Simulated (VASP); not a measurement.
Ba, 2 atoms in the cell. The structure is hexagonal, space group P6_3/mmc (No. 194). Conventional cell: a = 4.114 Å, b = 4.114 Å, c = 6.620 Å, α = 90.00°, β = 90.00°, γ = 120.00°. Within 5.3 Å of Ba (site symmetry -6m2) lie 12 Ba at 4.07 to 4.11 Å. 

| Item | Value |
| --- | --- |
| Program | VASP 6.6.1 |
| Task | single point |
| Functional | PBE |
| Potentials or basis | VASP PAW PBE potentials, release 64 (Ba_sv) |
| Cutoff | 520 eV |
| k mesh | 10 × 10 × 6 |
| Occupations | fermi-dirac, width 0.1 eV |
| Spin | no spin polarisation |
| Dipole correction | no |
| Further INCAR settings | ALGO = Normal; EDIFF = 1e-06; NBANDS = 17 |

Potentials or basis: VASP PAW PBE potentials, release 64 (Ba_sv).

Launch:

```console
$ cat potpaw_PBE.64/Ba_sv/POTCAR > POTCAR
$ mpirun -np 1 vasp_std > vasp.out
```

Hardware: 1 thread of Intel(R) Xeon(R) 6975P-C (Granite Rapids), with other jobs on the host.

**Question.** How long does it take, and how much memory?

**Answer.** It took 25 s on 1 thread of Intel(R) Xeon(R) 6975P-C (Granite Rapids) (shared host), peak memory 0.25 GiB. Counts: scf iterations 11, k points 56.
